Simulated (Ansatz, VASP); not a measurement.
**One calculation of Nb, two programs**

```
Nb
1.0
     0.00000    2.00925    2.11500
     2.00925    0.00000    2.11500
     2.00925    2.00925    0.00000
Nb
1
Direct
  0.00000 0.00000 0.00000
```

Change from the starting cell: strain -0.050 along x and y, +0.000 along z, atoms carried along.

Alike in both runs: task single point; functional PBEsol; k mesh 20 × 20 × 20; occupations gaussian, width 0.15 eV; no spin polarisation.

|  | VASP | Ansatz |
| --- | --- | --- |
| version | VASP 6.6.1 | Ansatz 0.2.0 |
| potentials or method | VASP PAW PBE potentials, release 64 (Nb_sv), cutoff 500 eV | scalar-relativistic, plane waves, PAW |
| valence electrons in the cell | 13 | 13 |

VASP gave:

| Item | Value |
| --- | --- |
| gap on the k mesh at the Fermi level (eV) | none |
| pressure (GPa) | 10.8 |
| traceless stress, the component that is largest in VASP (GPa) | 9.71 |

Q: What did Ansatz give for the same quantities?

A: gap on the k mesh at the Fermi level (eV): none; pressure (GPa): 11.2; traceless stress, the component that is largest in VASP (GPa): 9.75.

VASP's potentials were made for PBE, not for PBEsol. A gap of «none» marks a metal or a gap that the smearing closes.
